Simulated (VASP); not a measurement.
CdS:

```
CELL_PARAMETERS angstrom
3.89367 0.00000 0.00000
1.94684 3.37202 0.00000
1.94684 1.12401 3.17917
ATOMIC_POSITIONS crystal
Cd 0.00000 0.00000 0.00000
S 0.50000 0.50000 0.50000
```

Base run:

| Property | Result |
| --- | --- |
| Program | VASP 6.6.1 |
| Functional | PBEsol |
| Potentials or basis | VASP PAW PBE potentials, release 64 (Cd, S) |
| Cutoff | 500 eV |
| k mesh | 7 × 7 × 7 |
| Occupations | fermi-dirac, width 0.05 eV |
| Spin | no spin polarisation |

Its results: band gap on the k mesh 0.39 eV, indirect (least direct gap 1.41 eV); pressure -4.0 GPa.

Q: The run is repeated on the same cell with these changes: k mesh from 7 × 7 × 7 to 5 × 5 × 5. What comes out?

A: Band gap on the k mesh 0.62 eV, indirect (least direct gap 1.40 eV); pressure -3.9 GPa.

Caveats: the PAW data sets were made with another functional, which shifts forces and pressure a little.

A k mesh can miss the band edges.
